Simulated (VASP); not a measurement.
Wanted: the native input for a VASP 6.6.1 run.

```
Task                   : single point
Functional             : PBE
Potentials or basis    : VASP PAW PBE potentials, release 64 (Y_sv, P)
Cutoff                 : 500 eV
k mesh                 : 6 × 6 × 6
Occupations            : gaussian, width 0.1 eV
Spin                   : no spin polarisation
Dipole correction      : no
Further INCAR settings : ALGO = Normal; EDIFF = 1e-06; NBANDS = 20
```

The structure of Y2P lies in POSCAR:

```
Y2P
1.0
    1.9117085205      1.1037254289      5.7738487716
   -1.9117085205      1.1037254289      5.7738487716
    0.0000000000     -2.2074508579      5.7738487716
Y P
2 1
Direct
    0.7500000000      0.7500000000      0.7500000000
    0.2500000000      0.2500000000      0.2500000000
    0.0000000000      0.0000000000      0.0000000000
```

The input as run:

INCAR

```
SYSTEM = Y2P
PREC = Accurate ; ENCUT = 500
EDIFF = 1E-6 ; ISMEAR = 0
SIGMA = 0.1 ; LREAL = .False.
LASPH = .True. ; NELM = 120
ALGO = Normal ; ISIF = 2
LWAVE = .False. ; LCHARG = .False.
GGA = PE ; NBANDS = 20
GGA_COMPAT = .False.
```

KPOINTS

```
regular mesh
0
Gamma
  6 6 6
  0 0 0
```

Potentials or basis: VASP PAW PBE potentials, release 64 (Y_sv, P).

Run with:

```bash
$ cat potpaw_PBE.64/Y_sv/POTCAR potpaw_PBE.64/P/POTCAR > POTCAR
$ mpirun -np 1 vasp_std > vasp.out
```

Results of the run:

The pressure is 11.0 GPa, the largest force is 1.236 eV/Å and the band gap on the k mesh is zero (an odd number of electrons rules out a gap without spin polarisation).

Caveat: the cell stands under pressure; forces of over 1 eV/Å act on the atoms, so gaps and moduli don't describe the material at rest.

It took 2.1 min on 1 thread of Intel Xeon 8259CL, with other jobs on the host, peak memory 0.36 GiB.
